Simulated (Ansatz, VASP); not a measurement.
Ga in VASP and in Ansatz

```
CELL_PARAMETERS angstrom
1.43781 -4.03084 0.00000
1.43781 4.03084 0.00000
0.00000 0.00000 3.14336
ATOMIC_POSITIONS crystal
Ga 0.86700 0.13300 0.25000
Ga 0.13300 0.86700 0.75000
```

Change from the starting cell: volume scaled by 0.975, PAW files.

Alike in both runs: task electric field gradients; functional PBE; k mesh 12 × 12 × 10; occupations fermi-dirac, width 0.08 eV; no spin polarisation.

|  | VASP | Ansatz |
| --- | --- | --- |
| version | VASP 6.6.1 | Ansatz 0.2.0 |
| potentials or method | VASP PAW PBE potentials, release 64 (Ga_d) | PAW with Ansatz's default frozen-core files, scalar-relativistic |
| plane-wave cutoff (eV) | 520 | 420 |
| valence electrons in the cell | 26 | 26 |

Ansatz gave:

| Property | Result |
| --- | --- |
| pressure (GPa) | 3.1 |
| traceless stress, the component that is largest in VASP (GPa) | -2.58 |
| rms of the force components (eV/Å) | 0.121 |
| size of Vzz on the site where it differs most (V/Å²) | 28.7 |

Question: Estimate VASP's values.

Answer: Pressure (GPa): 3.2; traceless stress, the component that is largest in VASP (GPa): -2.60; rms of the force components (eV/Å): 0.121; size of Vzz on the site where it differs most (V/Å²): 27.3.

Atom by atom the forces differ by 0.001 eV/Å (rms over components).
